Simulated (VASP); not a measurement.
# Li2Se (Fm-3m) in VASP: a series of runs

Li2Se is run at these levels: r2SCAN+D3(BJ), r2SCAN; tasks: single point.

All numbers are computed with VASP 6.6.1; they aren't measurements. Logs are shortened: lines on timing, memory, paths and dates and some standing lists are left out, and cuts for length are marked.

### Step 1. The cell of the first run

Symmetry: Fm-3m, No. 225, cubic system. Conventional cell: a = 5.898 Å, b = 5.898 Å, c = 5.898 Å, α = 90.00°, β = 90.00°, γ = 90.00°. Within 3.4 Å of Li (site symmetry -43m) lie 4 Se at 2.55 Å and 6 Li at 2.95 Å. Within 3.4 Å of Se (site symmetry m-3m) lie 8 Li at 2.55 Å.

### Step 2. Single point, r2SCAN+D3(BJ) (17.09 Å³/atom)

Input file POSCAR:

```
Li2Se
1.0
    0.0000000000      2.9488001380      2.9488001380
    2.9488001380      0.0000000000      2.9488001380
    2.9488001380      2.9488001380      0.0000000000
Li Se
2 1
Direct
    0.2500000000      0.2500000000      0.2500000000
    0.7500000000      0.7500000000      0.7500000000
    0.0000000000      0.0000000000      0.0000000000
```

Input file INCAR.step1:

```
SYSTEM = Li2Se
PREC = Accurate ; ENCUT = 830
ISMEAR = 0 ; SIGMA = 0.05
LREAL = .False. ; LASPH = .True.
NELM = 120 ; NBANDS = 13
GGA = PE ; ALGO = Normal
EDIFF = 1E-5 ; LWAVE = .True.
LCHARG = .False. ; GGA_COMPAT = .False.
```

Input file INCAR.step2:

```
SYSTEM = Li2Se
PREC = Accurate ; ENCUT = 830
EDIFF = 1E-6 ; ISMEAR = 0
SIGMA = 0.05 ; LREAL = .False.
LASPH = .True. ; NELM = 120
ALGO = Normal ; ISIF = 2
LWAVE = .False. ; LCHARG = .True.
METAGGA = R2SCAN ; LMIXTAU = .True.
IVDW = 12 ; VDW_S6 = 1.0
VDW_S8 = 0.78981345 ; VDW_A1 = 0.49484001
VDW_A2 = 5.73083694 ; LELF = .True.
LVHAR = .True. ; NBANDS = 13
ISTART = 1 ; GGA_COMPAT = .False.
```

Input file KPOINTS:

```
regular mesh
0
Gamma
  8 8 8
  0 0 0
```

Potentials or basis: VASP PAW PBE potentials, release 64 (Li_sv, Se).

The run is started by

```sh
$ cat potpaw_PBE.64/Li_sv/POTCAR potpaw_PBE.64/Se/POTCAR > POTCAR
$ cp INCAR.step1 INCAR
$ mpirun -np 1 vasp_std > vasp.out
$ cp INCAR.step2 INCAR
$ mpirun -np 1 vasp_std > vasp.out
```

OUTCAR:

```text
SYSTEM = Li2Se
   PREC = Accurate
   ENCUT = 830
   EDIFF = 1E-6
   ISMEAR = 0
   LREAL = .False.
   LASPH = .True.
   NELM = 120
   ISIF = 2
   METAGGA = R2SCAN
   IVDW = 12
   ISTART = 1
 IVDW          = 12

 ion  position               nearest neighbor table
   1  0.250  0.250  0.250-   3 2.55   3 2.55   3 2.55   3 2.55
   2  0.750  0.750  0.750-   3 2.55   3 2.55   3 2.55   3 2.55
   3  0.000  0.000  0.000-   1 2.55   2 2.55   2 2.55   2 2.55   2 2.55   1 2.55   1 2.55   1 2.55

  LATTYP: Found a face centered cubic cell.
 ALAT       =     5.8976002760

  Lattice vectors:

 A1 = (   0.0000000000,   2.9488001380,   2.9488001380)
 A2 = (   2.9488001380,   0.0000000000,   2.9488001380)
 A3 = (   2.9488001380,   2.9488001380,   0.0000000000)

Analysis of symmetry for initial positions (statically):
=====================================================================
 Subroutine PRICEL returns:
 Original cell was already a primitive cell.

 Routine SETGRP: Setting up the symmetry group for a
 face centered cubic supercell.

 Subroutine GETGRP returns: Found 48 space group operations
 (whereof 48 operations were pure point group operations)
 out of a pool of 48 trial point group operations.

The static configuration has the point symmetry O_h .

Analysis of symmetry for dynamics (positions and initial velocities):
=====================================================================
 Subroutine PRICEL returns:
 Original cell was already a primitive cell.

 Routine SETGRP: Setting up the symmetry group for a
 face centered cubic supercell.

 Subroutine GETGRP returns: Found 48 space group operations
 (whereof 48 operations were pure point group operations)
 out of a pool of 48 trial point group operations.

The dynamic configuration has the point symmetry O_h .

 Subroutine INISYM returns: Found 48 space group operations
 (whereof 48 operations are pure point group operations),
 and found     1 'primitive' translations

----------------------------------------------------------------------------------------

                                     Primitive cell

  volume of cell :      51.2821

  direct lattice vectors                    reciprocal lattice vectors
     0.000000000  2.948800138  2.948800138    -0.169560491  0.169560491  0.169560491
     2.948800138  0.000000000  2.948800138     0.169560491 -0.169560491  0.169560491
     2.948800138  2.948800138  0.000000000     0.169560491  0.169560491 -0.169560491

  length of vectors
     4.170233148  4.170233148  4.170233148     0.293687386  0.293687386  0.293687386

  position of ions in fractional coordinates (direct lattice)
     0.250000000  0.250000000  0.250000000
     0.750000000  0.750000000  0.750000000
     0.000000000  0.000000000  0.000000000

  ion indices of the primitive-cell ions
   primitive index   ion index
                 1           1
                 2           2
                 3           3

----------------------------------------------------------------------------------------

 KPOINTS: regular mesh

Automatic generation of k-mesh.
 Grid dimensions read from file:
 generate k-points for:    8    8    8

 Generating k-lattice:

  Cartesian coordinates                     Fractional coordinates (reciprocal lattice)
    -0.021195061  0.021195061  0.021195061     0.125000000  0.000000000  0.000000000
     0.021195061 -0.021195061  0.021195061     0.000000000  0.125000000  0.000000000
     0.021195061  0.021195061 -0.021195061     0.000000000  0.000000000  0.125000000

  Length of vectors
     0.036710923  0.036710923  0.036710923

  Shift w.r.t. Gamma in fractional coordinates (k-lattice)
     0.000000000  0.000000000  0.000000000

 Subroutine IBZKPT returns following result:
 ===========================================

 Found     29 irreducible k-points:

 Following reciprocal coordinates:
            Coordinates               Weight
  0.000000  0.000000  0.000000      1.000000
  0.125000  0.000000  0.000000      8.000000
  0.250000  0.000000  0.000000      8.000000
  0.375000  0.000000  0.000000      8.000000
  0.500000  0.000000  0.000000      4.000000
  0.125000  0.125000  0.000000      6.000000
[... 16 lines left out ...]
  0.500000  0.250000  0.125000     48.000000
 -0.375000  0.250000  0.125000     24.000000
 [... further k-points ...]
   k-points           NKPTS =     29   k-points in BZ     NKDIM =     29   number of bands    NBANDS=     13
   number of dos      NEDOS =    301   number of ions     NIONS =      3
   total plane-waves  NPLWV =  64000
   dimension x,y,z NGX =    40 NGY =   40 NGZ =   40
   dimension x,y,z NGXF=    80 NGYF=   80 NGZF=   80
   ions per type =               2   1
   NGX,Y,Z   is equivalent  to a cutoff of  15.95, 15.95, 15.95 a.u.
   NGXF,Y,Z  is equivalent  to a cutoff of  31.89, 31.89, 31.89 a.u.
 SYSTEM =  Li2Se
   PREC   = accura    normal or accurate (medium, high low for compatibility)
   ISTART =      1    job   : 0-new  1-cont  2-samecut
   ICHARG =      0    charge: 1-file 2-atom 10-const
   ISPIN  =      1    spin polarized calculation?
   LNONCOLLINEAR =      F non collinear calculations
   LSORBIT =      F    spin-orbit coupling
   LASPH  =      T    aspherical Exc in radial PAW
   ENCUT  =  830.0 eV  61.00 Ry    7.81 a.u.   9.80  9.80  9.80*2*pi/ulx,y,z
   NELM   =    120;   NELMIN=  2; NELMDL=  0     # of ELM steps
   EDIFF  = 0.1E-05   stopping-criterion for ELM
   LREAL  =      F    real-space projection
   EDIFFG = 0.1E-04   stopping-criterion for IOM
   NSW    =      0    number of steps for IOM
   IBRION =     -1    ionic relax: 0-MD 1-quasi-New 2-CG
   NFREE  =      0    steps in history (QN), initial steepest desc. (CG)
   ISIF   =      2    stress and relaxation
   ISYM   =      2    0-nonsym 1-usesym 2-fastsym
   POTIM  = 0.5000    time-step for ionic-motion
   TEBEG  =    0.0;   TEEND  =   0.0 temperature during run
   PSTRESS=    0.0 pullay stress
   NELECT =      12.0000    total number of electrons
   NUPDOWN=      -1.0000    fix difference up-down
   EMIN   =  10.00;   EMAX   =-10.00  energy-range for DOS
   EFERMI =   0.00;   METHOD = LEGACY
   ISMEAR =     0;   SIGMA  =   0.05  broadening in eV -4-tet -1-fermi 0-gaus
   EFERMI_NEDOS =   21; number of points for ismear=-14 and -15
   IALGO  =     38    algorithm
   IMIX   =      4    mixing-type and parameters
     AMIX     =   0.40;   BMIX     =  1.00
     AMIX_MAG =   1.60;   BMIX_MAG =  1.00
  volume/ion in A,a.u.               =      17.09       115.36
  Fermi-wavevector in a.u.,A,eV,Ry     =   1.008819  1.906391 13.846863  1.017716
  Thomas-Fermi vector in A             =   2.141709
   LORBIT       =      0    0 simple, 1 ext, 2 COOP (PROOUT), +10 PAW based schemes
   METAGGA = R2SCAN    functional components
   LHFCALC =     F    Hartree Fock is set to
   AEXX    =    0.0000 exact exchange contribution
   IVDW    =    12    specifies the selected vdW correction
   LEPSILON=     F    determine dielectric tensor
   LRPA    =     F    only Hartree local field effects (RPA)
 non-spin polarized calculation
 Gauss-broadening in eV      SIGMA  =   0.05
  energy-cutoff  :      830.00
  volume of cell :       51.28
 maximum number of plane-waves:      2797
   NGX = 19   NGY = 19   NGZ = 19

 number of electron      11.9999998 magnetization

 Free energy of the ion-electron system (eV)
  ---------------------------------------------------
  ext. energy  EPLUGINS =         0.00000000
  ---------------------------------------------------
  free energy    TOTEN  =       -23.42858259 eV

  energy without entropy =      -23.42858259  energy(sigma->0) =      -23.42858259

 E-fermi :   1.2318     XC(G=0):  -8.8345

 val. band max:        1.0170080674   @ k =   0.0000   0.0000   0.0000
 cond. band min:       4.4373460885   @ k =   0.5000   0.5000   0.0000
 fundamental gap:      3.4203380211
 Fermi energy:         1.2317902823

 k-point     1 :       0.0000    0.0000    0.0000
  band No.  band energies     occupation
      1     -45.0614      2.00000
      2     -45.0327      2.00000
      3     -10.9040      2.00000
      4       1.0170      2.00000
      5       1.0170      2.00000
      6       1.0170      2.00000
      7       5.4057      0.00000
      8       7.3494      0.00000
      9       7.3494      0.00000
     10       7.3494      0.00000
     11      12.3607      0.00000
     12      12.3607      0.00000
     13      13.1403      0.00000

 k-point     2 :       0.1250    0.0000    0.0000
  band No.  band energies     occupation
      1     -45.0602      2.00000
      2     -45.0337      2.00000
      3     -10.8486      2.00000
      4       0.3567      2.00000
      5       0.9187      2.00000
      6       0.9187      2.00000
      7       5.8756      0.00000
      8       7.5988      0.00000
      9       7.5988      0.00000
     10       7.7790      0.00000
     11      11.2299      0.00000
     12      11.2299      0.00000
     13      13.2630      0.00000

 k-point     3 :       0.2500    0.0000    0.0000
  band No.  band energies     occupation
      1     -45.0569      2.00000
      2     -45.0366      2.00000
      3     -10.7070      2.00000
      4      -0.8154      2.00000
      5       0.7067      2.00000
      6       0.7067      2.00000
      7       6.5266      0.00000
      8       7.9142      0.00000
      9       7.9142      0.00000
     10       8.8120      0.00000
     11      10.9003      0.00000
     12      10.9003      0.00000
     13      13.7224      0.00000
[... 305 lines left out ...]
 k-point    23 :       0.5000    0.2500    0.1250
  band No.  band energies     occupation
      1     -45.0508      2.00000
      2     -45.0420      2.00000
      3     -10.4734      2.00000
      4      -1.5103      2.00000
      5      -0.3312      2.00000
      6       0.1792      2.00000
      7       6.8809      0.00000
      8       7.8955      0.00000
      9       9.1752      0.00000
     10       9.7413      0.00000
     11      11.3985      0.00000
     12      13.5868      0.00000
     13      15.3214      0.00000

 k-point    24 :      -0.3750    0.2500    0.1250
  band No.  band energies     occupation
      1     -45.0464      2.00000
      2     -45.0464      2.00000
      3     -10.4182      2.00000
      4      -1.7513      2.00000
      5      -0.3568      2.00000
      6       0.0214      2.00000
      7       7.0225      0.00000
      8       7.7284      0.00000
      9       9.6082      0.00000
     10      10.3916      0.00000
     11      11.5330      0.00000
     12      13.0082      0.00000
     13      14.8760      0.00000

 [... further k-points ...]

------------------------ aborting loop because EDIFF is reached ----------------------------------------

 Edisp (eV)   -0.39668

 E8    (eV) :    -0.1279

  FORCE on cell =-STRESS in cart. coord.  units (eV):
  Direction    XX          YY          ZZ          XY          YZ          ZX
  --------------------------------------------------------------------------------------
  -------------------------------------------------------------------------------------
  Total       0.11378     0.11378     0.11378    -0.00000     0.00000     0.00000
  in kB       3.55475     3.55475     3.55475    -0.00000     0.00000     0.00000
  external pressure =        3.55 kB  Pullay stress =        0.00 kB

 VOLUME and BASIS-vectors are now :
 -----------------------------------------------------------------------------
  energy-cutoff  :      830.00
  volume of cell :       51.28
      direct lattice vectors                 reciprocal lattice vectors
     0.000000000  2.948800138  2.948800138    -0.169560491  0.169560491  0.169560491
     2.948800138  0.000000000  2.948800138     0.169560491 -0.169560491  0.169560491
     2.948800138  2.948800138  0.000000000     0.169560491  0.169560491 -0.169560491

 POSITION                                       TOTAL-FORCE (eV/Angst)
 -----------------------------------------------------------------------------------
      1.47440      1.47440      1.47440         0.000000      0.000000      0.000000
      4.42320      4.42320      4.42320        -0.000000     -0.000000     -0.000000
      0.00000      0.00000      0.00000         0.000000      0.000000      0.000000
 -----------------------------------------------------------------------------------
    total drift:                                0.000000     -0.000000      0.000000

  FREE ENERGIE OF THE ION-ELECTRON SYSTEM (eV)
  ---------------------------------------------------
  free  energy   TOTEN  =       -23.8252625057 eV

  energy  without entropy=      -23.8252625057  energy(sigma->0) =      -23.82526251
```

It took 2 min on 1 thread of Intel Xeon Platinum 8488C (Sapphire Rapids), shared host; peak memory 0.27 GiB.

Results:

```
Free energy                : -23.8253 eV
Pressure                   : 0.4 GPa
Band gap on the k mesh     : 3.42 eV (least direct gap 4.39 eV)
Dispersion energy per atom : -0.132 eV
```

Levels at points of the mesh, in eV from the valence-band top:
| k point | band 2 | band 3 | band 4 | band 5 | band 6 | band 7 | band 8 | band 9 | band 10 | band 11 |
| --- | --- | --- | --- | --- | --- | --- | --- | --- | --- | --- |
| (0.00, 0.00, 0.00) | -46.05 | -11.92 | 0.00 | 0.00 | 0.00 | 4.39 | 6.33 | 6.33 | 6.33 | 11.34 |
| (0.50, 0.00, 0.00) | -46.06 | -11.50 | -3.08 | -0.56 | -0.56 | 6.18 | 6.62 | 6.62 | 8.85 | 12.95 |
| (0.50, 0.50, 0.00) | -46.06 | -11.38 | -2.38 | -1.55 | -1.55 | 3.42 | 7.12 | 11.70 | 11.70 | 12.99 |

Caveat: three body term missing; the PAW data sets were made with another functional, which shifts forces and pressure a little.

### Step 3. Single point, r2SCAN+D3(BJ) (17.44 Å³/atom)

This run uses another cell than the first one, of 17.44 Å³/atom.

Input file POSCAR:

```
Li2Se
1.0
    0.0000000000      2.9687250677      2.9687250677
    2.9687250677      0.0000000000      2.9687250677
    2.9687250677      2.9687250677      0.0000000000
Li Se
2 1
Direct
    0.2500000000      0.2500000000      0.2500000000
    0.7500000000      0.7500000000      0.7500000000
    0.0000000000      0.0000000000      0.0000000000
```

INCAR.step1 is that of step 2.

Input file INCAR.step2:

```
SYSTEM = Li2Se
PREC = Accurate ; ENCUT = 830
EDIFF = 1E-6 ; ISMEAR = 0
SIGMA = 0.05 ; LREAL = .False.
LASPH = .True. ; NELM = 120
ALGO = Normal ; ISIF = 2
LWAVE = .False. ; LCHARG = .False.
METAGGA = R2SCAN ; LMIXTAU = .True.
IVDW = 12 ; VDW_S6 = 1.0
VDW_S8 = 0.78981345 ; VDW_A1 = 0.49484001
VDW_A2 = 5.73083694 ; NBANDS = 13
ISTART = 1 ; GGA_COMPAT = .False.
```

Input file KPOINTS:

```
Automatic mesh
0
Gamma
  8 8 8
  0 0 0
```

Potentials or basis: VASP PAW PBE potentials, release 64 (Li_sv, Se).

The run is started by

```sh
$ cat potpaw_PBE.64/Li_sv/POTCAR potpaw_PBE.64/Se/POTCAR > POTCAR
$ cp INCAR.step1 INCAR
$ mpirun -np 1 vasp_std > vasp.out
$ cp INCAR.step2 INCAR
$ mpirun -np 1 vasp_std > vasp.out
```

It took 1.9 min on 1 thread of Intel Xeon Platinum 8488C (Sapphire Rapids), shared host; peak memory 0.28 GiB.

It converged, with:

| Property | Result |
| --- | --- |
| Free energy | -23.8252 eV |
| Pressure | -0.4 GPa |
| Band gap on the k mesh | 3.44 eV (least direct gap 4.29 eV) |
| Dispersion energy per atom | -0.130 eV |

Levels at points of the mesh, in eV from the valence-band top:
| k point | band 3 | band 4 | band 5 | band 6 | band 7 | band 8 | band 9 | band 10 |
| --- | --- | --- | --- | --- | --- | --- | --- | --- |
| (0.00, 0.00, 0.00) | -11.86 | 0.00 | 0.00 | 0.00 | 4.29 | 6.32 | 6.32 | 6.32 |
| (0.50, 0.00, 0.00) | -11.46 | -3.01 | -0.55 | -0.55 | 6.09 | 6.61 | 6.61 | 8.76 |
| (0.50, 0.50, 0.00) | -11.34 | -2.33 | -1.51 | -1.51 | 3.44 | 7.06 | 11.55 | 11.55 |

Caveat: three body term missing; the PAW data sets were made with another functional, which shifts forces and pressure a little. A k mesh can miss the band edges.

(Continued in part 2 of 2.)
